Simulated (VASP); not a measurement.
# AlN (AlN (P6_3mc)) (P6_3mc) in VASP: a series of runs

Runs on AlN (AlN (P6_3mc)). Level: PBE. Tasks: single point.

Program: VASP 6.6.1. These are calculated values, not measurements. Logs are shortened: lines on timing, memory, paths and dates and some standing lists are left out, and cuts for length are marked.

### 1 The cell of the first run

Symmetry: P6_3mc, No. 186, hexagonal system. Conventional cell: a = 3.130 Å, b = 3.130 Å, c = 5.017 Å, α = 90.00°, β = 90.00°, γ = 120.00°. Al (site symmetry 3m) has 4 N at 1.90 to 1.91 Å within 2.5 Å. N (site symmetry 3m) has 4 Al at 1.90 to 1.91 Å within 2.5 Å.

### 2 Single point, PBE

INCAR

```
PREC = Accurate
ENCUT = 520
EDIFF = 1E-6
ISMEAR = -1
SIGMA = 0.01
LREAL = F
LASPH = T
NELM = 80
ALGO = Normal
ISIF = 2
LWAVE = F
LCHARG = F
GGA = PE
NBANDS = 16
```

KPOINTS

```
Automatic mesh
0
Gamma
  10 10 6
```

POSCAR

```
AlN
1.0
    3.1297569564      0.0000000289      0.0000000000
   -1.5648785032      2.7104490175      0.0000000000
    0.0000000000      0.0000000000      5.0174032965
Al N
2 2
Direct
    0.6666666667      0.3333333333      0.4992353738
    0.3333333333      0.6666666667      0.9992353738
    0.6666666667      0.3333333333      0.8807646262
    0.3333333333      0.6666666667      0.3807646262
```

Potentials or basis: VASP PAW PBE potentials, release 64 (Al, N).

The run is started by

```
> cat potpaw_PBE.64/Al/POTCAR potpaw_PBE.64/N/POTCAR > POTCAR
> mpirun -np 1 vasp_std > vasp.out
```

OUTCAR:

```text
PREC = Accurate
   ENCUT = 520
   EDIFF = 1E-6
   ISMEAR = -1
   LREAL = F
   LASPH = T
   NELM = 80
   ISIF = 2
   GGA = PE

 ion  position               nearest neighbor table
   1  0.667  0.333  0.499-   4 1.90   4 1.90   4 1.90   3 1.91   2 3.09   2 3.09   2 3.09   2 3.09
                             2 3.09   2 3.09
   2  0.333  0.667  0.999-   3 1.90   3 1.90   3 1.90   4 1.91   1 3.09   1 3.09   1 3.09   1 3.09
                             1 3.09   1 3.09
   3  0.667  0.333  0.881-   2 1.90   2 1.90   2 1.90   1 1.91
   4  0.333  0.667  0.381-   1 1.90   1 1.90   1 1.90   2 1.91

  LATTYP: Found a hexagonal cell.
 ALAT       =     3.1297569564
 C/A-ratio  =     1.6031287306

  Lattice vectors:

 A1 = (   3.1297569564,   0.0000000289,   0.0000000000)
 A2 = (  -1.5648785032,   2.7104490175,   0.0000000000)
 A3 = (   0.0000000000,   0.0000000000,   5.0174032965)

Analysis of symmetry for initial positions (statically):
=====================================================================
 Subroutine PRICEL returns:
 Original cell was already a primitive cell.

 Routine SETGRP: Setting up the symmetry group for a
 hexagonal supercell.

 Subroutine GETGRP returns: Found 12 space group operations
 (whereof  6 operations were pure point group operations)
 out of a pool of 24 trial point group operations.

The static configuration has the point symmetry C_3v.
 The point group associated with its full space group is C_6v.

Analysis of symmetry for dynamics (positions and initial velocities):
=====================================================================
 Subroutine PRICEL returns:
 Original cell was already a primitive cell.

 Routine SETGRP: Setting up the symmetry group for a
 hexagonal supercell.

 Subroutine GETGRP returns: Found 12 space group operations
 (whereof  6 operations were pure point group operations)
 out of a pool of 24 trial point group operations.

The dynamic configuration has the point symmetry C_3v.
 The point group associated with its full space group is C_6v.

 Subroutine INISYM returns: Found 12 space group operations
 (whereof  6 operations are pure point group operations),
 and found     1 'primitive' translations

----------------------------------------------------------------------------------------

                                     Primitive cell

  volume of cell :      42.5629

  direct lattice vectors                    reciprocal lattice vectors
     3.129756956  0.000000029  0.000000000     0.319513626  0.184471282  0.000000000
    -1.564878503  2.710449017  0.000000000    -0.000000003  0.368942558  0.000000000
     0.000000000  0.000000000  5.017403297     0.000000000  0.000000000  0.199306283

  length of vectors
     3.129756956  3.129756956  5.017403297     0.368942558  0.368942558  0.199306283

  position of ions in fractional coordinates (direct lattice)
     0.666666667  0.333333333  0.499235374
     0.333333333  0.666666667  0.999235374
     0.666666667  0.333333333  0.880764626
     0.333333333  0.666666667  0.380764626

  ion indices of the primitive-cell ions
   primitive index   ion index
                 1           1
                 2           2
                 3           3
                 4           4

----------------------------------------------------------------------------------------

 KPOINTS: Automatic mesh

Automatic generation of k-mesh.
 Grid dimensions read from file:
 generate k-points for:   10   10    6

 Generating k-lattice:

  Cartesian coordinates                     Fractional coordinates (reciprocal lattice)
     0.031951363  0.018447128  0.000000000     0.100000000  0.000000000  0.000000000
    -0.000000000  0.036894256  0.000000000     0.000000000  0.100000000  0.000000000
     0.000000000  0.000000000  0.033217714     0.000000000  0.000000000  0.166666667

  Length of vectors
     0.036894256  0.036894256  0.033217714

  Shift w.r.t. Gamma in fractional coordinates (k-lattice)
     0.000000000  0.000000000  0.000000000

 Subroutine IBZKPT returns following result:
 ===========================================

 Found     56 irreducible k-points:

 Following reciprocal coordinates:
            Coordinates               Weight
  0.000000  0.000000  0.000000      1.000000
  0.100000  0.000000  0.000000      6.000000
  0.200000  0.000000  0.000000      6.000000
  0.300000  0.000000  0.000000      6.000000
  0.400000  0.000000  0.000000      6.000000
  0.500000  0.000000  0.000000      3.000000
[... 16 lines left out ...]
  0.300000  0.100000  0.166667     24.000000
  0.400000  0.100000  0.166667     24.000000
 [... further k-points ...]
   k-points           NKPTS =     56   k-points in BZ     NKDIM =     56   number of bands    NBANDS=     16
   number of dos      NEDOS =    301   number of ions     NIONS =      4
   total plane-waves  NPLWV =  23040
   dimension x,y,z NGX =    24 NGY =   24 NGZ =   40
   dimension x,y,z NGXF=    48 NGYF=   48 NGZF=   80
   ions per type =               2   2
   NGX,Y,Z   is equivalent  to a cutoff of  12.75, 12.75, 13.25 a.u.
   NGXF,Y,Z  is equivalent  to a cutoff of  25.50, 25.50, 26.51 a.u.
 SYSTEM =  unknown system
   PREC   = accura    normal or accurate (medium, high low for compatibility)
   ISTART =      0    job   : 0-new  1-cont  2-samecut
   ICHARG =      2    charge: 1-file 2-atom 10-const
   ISPIN  =      1    spin polarized calculation?
   LNONCOLLINEAR =      F non collinear calculations
   LSORBIT =      F    spin-orbit coupling
   LASPH  =      T    aspherical Exc in radial PAW
   ENCUT  =  520.0 eV  38.22 Ry    6.18 a.u.   5.82  5.82  9.33*2*pi/ulx,y,z
   NELM   =     80;   NELMIN=  2; NELMDL= -5     # of ELM steps
   EDIFF  = 0.1E-05   stopping-criterion for ELM
   LREAL  =      F    real-space projection
   EDIFFG = 0.1E-04   stopping-criterion for IOM
   NSW    =      0    number of steps for IOM
   IBRION =     -1    ionic relax: 0-MD 1-quasi-New 2-CG
   NFREE  =      0    steps in history (QN), initial steepest desc. (CG)
   ISIF   =      2    stress and relaxation
   ISYM   =      2    0-nonsym 1-usesym 2-fastsym
   POTIM  = 0.5000    time-step for ionic-motion
   TEBEG  =    0.0;   TEEND  =   0.0 temperature during run
   PSTRESS=    0.0 pullay stress
   NELECT =      16.0000    total number of electrons
   NUPDOWN=      -1.0000    fix difference up-down
   EMIN   =  10.00;   EMAX   =-10.00  energy-range for DOS
   EFERMI =   0.00;   METHOD = LEGACY
   ISMEAR =    -1;   SIGMA  =   0.01  broadening in eV -4-tet -1-fermi 0-gaus
   EFERMI_NEDOS =   21; number of points for ismear=-14 and -15
   IALGO  =     38    algorithm
   IMIX   =      4    mixing-type and parameters
     AMIX     =   0.40;   BMIX     =  1.00
     AMIX_MAG =   1.60;   BMIX_MAG =  1.00
  volume/ion in A,a.u.               =      10.64        71.81
  Fermi-wavevector in a.u.,A,eV,Ry     =   1.181511  2.232733 18.993310  1.395969
  Thomas-Fermi vector in A             =   2.317783
   LORBIT       =      0    0 simple, 1 ext, 2 COOP (PROOUT), +10 PAW based schemes
   GGA     = PE    functional components
   LHFCALC =     F    Hartree Fock is set to
   AEXX    =    0.0000 exact exchange contribution
   IVDW    =     0    specifies the selected vdW correction
   LEPSILON=     F    determine dielectric tensor
   LRPA    =     F    only Hartree local field effects (RPA)
 non-spin polarized calculation
  energy-cutoff  :      520.00
  volume of cell :       42.56
 maximum number of plane-waves:      1170
 NGX is ok and might be reduce to    24
   NGX = 11   NGY = 11   NGZ = 19

 number of electron      15.9999998 magnetization

 Free energy of the ion-electron system (eV)
  ---------------------------------------------------
  ext. energy  EPLUGINS =         0.00000000
  ---------------------------------------------------
  free energy    TOTEN  =       -29.78052112 eV

  energy without entropy =      -29.78052112  energy(sigma->0) =      -29.78052112

 E-fermi :   6.1626     XC(G=0): -10.8287

 val. band max:        5.9679174645   @ k =   0.0000   0.0000   0.0000
 cond. band min:      10.0150709975   @ k =   0.0000   0.0000   0.0000
 fundamental gap:      4.0471535330
 Fermi energy:         6.1626136786

 k-point     1 :       0.0000    0.0000    0.0000
  band No.  band energies     occupation
      1      -9.1017      2.00000
      2      -7.0179      2.00000
      3       0.0608      2.00000
      4       5.1229      2.00000
      5       5.1229      2.00000
      6       5.7654      2.00000
[... 8 lines left out ...]
     15      18.9378      0.00000
     16      18.9378      0.00000

 k-point     2 :       0.1000    0.0000    0.0000
  band No.  band energies     occupation
      1      -8.9773      2.00000
      2      -6.9478      2.00000
      3       0.2101      2.00000
      4       4.5482      2.00000
      5       4.9625      2.00000
      6       5.1956      2.00000
[... 8 lines left out ...]
     15      18.8942      0.00000
     16      19.0024      0.00000

 k-point     3 :       0.2000    0.0000    0.0000
  band No.  band energies     occupation
      1      -8.6202      2.00000
      2      -6.7654      2.00000
      3       0.6464      2.00000
      4       3.2553      2.00000
      5       4.0948      2.00000
      6       4.6130      2.00000
[... 8 lines left out ...]
     15      18.0670      0.00000
     16      18.5992      0.00000

 k-point     4 :       0.3000    0.0000    0.0000
  band No.  band energies     occupation
      1      -8.0872      2.00000
      2      -6.5592      2.00000
      3       1.3257      2.00000
      4       1.9185      2.00000
      5       2.9937      2.00000
      6       4.2560      2.00000
[... 8 lines left out ...]
     15      17.8363      0.00000
     16      19.7723      0.00000

 k-point     5 :       0.4000    0.0000    0.0000
  band No.  band energies     occupation
      1      -7.5063      2.00000
      2      -6.4691      2.00000
      3       0.9430      2.00000
      4       2.0940      2.00000
      5       2.2223      2.00000
      6       4.0037      2.00000
[... 8 lines left out ...]
     15      18.2719      0.00000
     16      20.8511      0.00000

 k-point     6 :       0.5000    0.0000    0.0000
  band No.  band energies     occupation
      1      -7.1871      2.00000
      2      -6.5118      2.00000
      3       0.5916      2.00000
      4       1.8457      2.00000
      5       2.6728      2.00000
      6       3.9138      2.00000
[... 8 lines left out ...]
     15      18.6503      0.00000
     16      20.8702      0.00000
[... 267 lines left out ...]
 k-point    21 :       0.1000    0.1000    0.1667
  band No.  band energies     occupation
      1      -8.6378      2.00000
      2      -6.9968      2.00000
      3       0.7893      2.00000
      4       3.9258      2.00000
      5       3.9271      2.00000
      6       4.8352      2.00000
[... 8 lines left out ...]
     15      18.2803      0.00000
     16      19.1450      0.00000

 k-point    22 :       0.2000    0.1000    0.1667
  band No.  band energies     occupation
      1      -8.1990      2.00000
      2      -6.7665      2.00000
      3       1.1721      2.00000
      4       2.7069      2.00000
      5       3.1584      2.00000
      6       4.3400      2.00000
[... 8 lines left out ...]
     15      18.1871      0.00000
     16      19.5286      0.00000

 k-point    23 :       0.3000    0.1000    0.1667
  band No.  band energies     occupation
      1      -7.6464      2.00000
      2      -6.5665      2.00000
      3       1.1312      2.00000
      4       1.9573      2.00000
      5       2.7062      2.00000
      6       3.8758      2.00000
[... 8 lines left out ...]
     15      18.1615      0.00000
     16      20.1966      0.00000

 k-point    24 :       0.4000    0.1000    0.1667
  band No.  band energies     occupation
      1      -7.1683      2.00000
      2      -6.5262      2.00000
      3       0.6342      2.00000
      4       1.6199      2.00000
      5       2.9481      2.00000
      6       3.7108      2.00000
[... 8 lines left out ...]
     15      18.4336      0.00000
     16      20.6668      0.00000

 [... further k-points ...]

------------------------ aborting loop because EDIFF is reached ----------------------------------------

  FORCE on cell =-STRESS in cart. coord.  units (eV):
  Direction    XX          YY          ZZ          XY          YZ          ZX
  --------------------------------------------------------------------------------------
  -------------------------------------------------------------------------------------
  Total       -0.0501354     -0.0501354     -0.0364514     -0.0000000      0.0000000      0.0000000
  in kB       -1.8872255     -1.8872255     -1.3721246     -0.0000000      0.0000000      0.0000000
  external PRESSURE =      -1.7155252 kB  Pullay stress =       0.0000000 kB

 VOLUME and BASIS-vectors are now :
 -----------------------------------------------------------------------------
  energy-cutoff  :      520.00
  volume of cell :       42.56
      direct lattice vectors                 reciprocal lattice vectors
     3.129756956  0.000000029  0.000000000     0.319513626  0.184471282  0.000000000
    -1.564878503  2.710449017  0.000000000    -0.000000003  0.368942558  0.000000000
     0.000000000  0.000000000  5.017403297     0.000000000  0.000000000  0.199306283

 POSITION                                       TOTAL-FORCE (eV/Angst)
 -----------------------------------------------------------------------------------
      1.56488      0.90348      2.50487        -0.000000      0.000000      0.000182
     -0.00000      1.80697      5.01357        -0.000000      0.000000      0.000182
      1.56488      0.90348      4.41915        -0.000000     -0.000000     -0.000182
     -0.00000      1.80697      1.91045         0.000000      0.000000     -0.000182
 -----------------------------------------------------------------------------------
    total drift:                               -0.000000     -0.000000      0.000505

  FREE ENERGIE OF THE ION-ELECTRON SYSTEM (eV)
  ---------------------------------------------------
  free  energy   TOTEN  =       -29.7805211231 eV

  energy  without entropy=      -29.7805211231  energy(sigma->0) =      -29.78052112
```

Wall time 15 s (1 thread of Intel Xeon Platinum 8559C (Emerald Rapids), shared host); peak memory 0.17 GiB.

What came out:

| Quantity | Value |
| --- | --- |
| Free energy | -29.7805 eV |
| Pressure | -0.2 GPa |
| Band gap on the k mesh | 4.05 eV, direct |

Levels at points of the mesh, in eV from the valence-band top:
| k point | band 4 | band 5 | band 6 | band 7 | band 8 | band 9 | band 10 | band 11 | band 12 | band 13 |
| --- | --- | --- | --- | --- | --- | --- | --- | --- | --- | --- |
| (0.00, 0.00, 0.00) | -0.85 | -0.85 | -0.20 | -0.20 | 0.00 | 4.05 | 6.51 | 10.46 | 11.03 | 11.03 |
| (0.50, 0.00, 0.00) | -4.12 | -3.30 | -2.05 | -1.74 | -0.68 | 5.76 | 5.76 | 8.03 | 10.15 | 10.81 |
| (0.00, 0.00, 0.50) | -3.30 | -0.53 | -0.53 | -0.53 | -0.53 | 6.31 | 6.31 | 10.17 | 10.17 | 11.35 |
| (0.50, 0.00, 0.50) | -5.52 | -1.44 | -1.44 | -1.35 | -1.35 | 5.25 | 5.25 | 9.15 | 9.15 | 11.60 |

(Continued in part 2 of 2.)
